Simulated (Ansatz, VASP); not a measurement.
# One calculation of TiN, two programs

```
CELL_PARAMETERS angstrom
0.00000 2.11900 2.11900
2.11900 0.00000 2.11900
2.11900 2.11900 0.00000
ATOMIC_POSITIONS crystal
Ti 0.00000 0.00000 0.00000
N 0.50000 0.50000 0.50000
```

Alike in both runs: task relaxation of cell and atoms; functional r2SCAN; k mesh 18 × 18 × 18; occupations gaussian, width 0.1 eV; no spin polarisation.

|  | VASP | Ansatz |
| --- | --- | --- |
| version | VASP 6.6.1 | Ansatz 0.2.0 |
| potentials or method | VASP PAW PBE potentials, release 64 (Ti_sv, N), cutoff 600 eV | scalar-relativistic, plane waves, PAW |
| valence electrons in the cell | 17 | 17 |

```csv
,VASP,Ansatz,Ansatz less VASP
"gap on the k mesh at the Fermi level, each at its own relaxed structure (eV)",none,none,-
relaxed volume (Å³/atom),9.53,9.48,-0.052
relaxed length of the cell vector where the two differ most in proportion (Å),2.998,2.993,-0.0054
```

VASP's potentials were made for PBE, not for r2SCAN. A gap of «none» marks a metal or a gap that the smearing closes.
